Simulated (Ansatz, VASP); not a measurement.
## Two plane-wave programs on HfOs

```xyz
2
Lattice="3.2390 0.0000 0.0000 0.0000 3.2390 0.0000 0.0000 0.0000 3.2390" Properties=species:S:1:pos:R:3 pbc="T T T"
Hf    0.0000    0.0000    0.0000
Os    1.6195    1.6195    1.6195
```

Alike in both runs: task single point; functional LDA; k mesh 9 × 9 × 9; occupations methfessel-paxton of order 1, width 0.1 eV; no spin polarisation.

```csv
,VASP,Ansatz
version,VASP 6.6.1,Ansatz 0.2.0
potentials or method,"VASP PAW LDA potentials, release 64 (Hf_pv, Os)","plane waves, PAW"
plane-wave cutoff (eV),520,420
valence electrons in the cell,18,42
```

```csv
,VASP,Ansatz,Ansatz less VASP
pressure (GPa),-8.5,-8.0,+0.41
```

LDA's correlation is that of Perdew and Zunger in VASP and of Perdew and Wang (1992) in Ansatz. VASP's potentials hold 18 valence electrons a cell and Ansatz's 42, so a difference there can come from the potentials and not from the codes.

Neither program's run includes spin-orbit coupling.
